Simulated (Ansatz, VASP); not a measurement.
# CaHf3 in VASP and in Ansatz

Contents of INCAR:

```
  PREC = Accurate
  ENCUT = 500
  EDIFF = 1E-6
  ISMEAR = 0
  SIGMA = 0.1
  LREAL = F
  LASPH = T
  NELM = 120
  ALGO = Normal
  ISIF = 2
  LWAVE = F
  LCHARG = F
  GGA = PE
  NBANDS = 28
  GGA_COMPAT = F
```

KPOINTS

```
regular mesh
0
Gamma
  4 4 4
```

File POSCAR:

```
CaHf3
1.0
    4.2987281500      0.0000000000      0.0000000000
    0.0000000000      4.2987281500      0.0000000000
    0.0000000000      0.0000000000      4.2987281500
Ca Hf
1 3
Direct
    0.0000000000      0.0000000000      0.0000000000
    0.0000000000      0.5000000000      0.5000000000
    0.5000000000      0.0000000000      0.5000000000
    0.5000000000      0.5000000000      0.0000000000
```

Input for Ansatz:

```yaml
crystal:
  lattice:
    - [4.29872815, 0.0, 0.0]
    - [0.0, 4.29872815, 0.0]
    - [0.0, 0.0, 4.29872815]
  atoms:
    - { symbol: Ca, position: [0.0, 0.0, 0.0] }
    - { symbol: Hf, position: [0.0, 0.5, 0.5] }
    - { symbol: Hf, position: [0.5, 0.0, 0.5] }
    - { symbol: Hf, position: [0.5, 0.5, 0.0] }
basis:
  ecutwfc: 420
kpoints:
  mp_grid: { grid: [4, 4, 4] }
hamiltonian:
  xc: pbe
scf:
  occupations: { method: gaussian, width: 0.1 }
  lower_state_search: "off"
output:
  forces: true
  stress: true
  eigenvalues: true
```

Change from the starting cell: species swapped into the DyGa3 type (Pm-3m, No. 221).

Alike in both runs: task single point; functional PBE; k mesh 4 × 4 × 4; occupations gaussian, width 0.1 eV; no spin polarisation.

```csv
,VASP,Ansatz
version,VASP 6.6.1,Ansatz 0.2.0
potentials or method,"VASP PAW PBE potentials, release 64 (Ca_sv, Hf_pv), cutoff 500 eV","scalar-relativistic, plane waves, PAW"
valence electrons in the cell,40,88
```

VASP gave:

| Quantity | Value |
| --- | --- |
| gap on the k mesh at the Fermi level (eV) | none |
| pressure (GPa) | 21.0 |

Problem. Which values does Ansatz return?

Solution. gap on the k mesh at the Fermi level (eV): none; pressure (GPa): 21.2.

A gap of «none» marks a metal or a gap that the smearing closes. VASP's potentials hold 40 valence electrons a cell and Ansatz's 88, so a difference there can come from the potentials and not from the codes.

The k mesh is coarse, so the values compare programs but aren't converged. Neither program's run includes spin-orbit coupling.
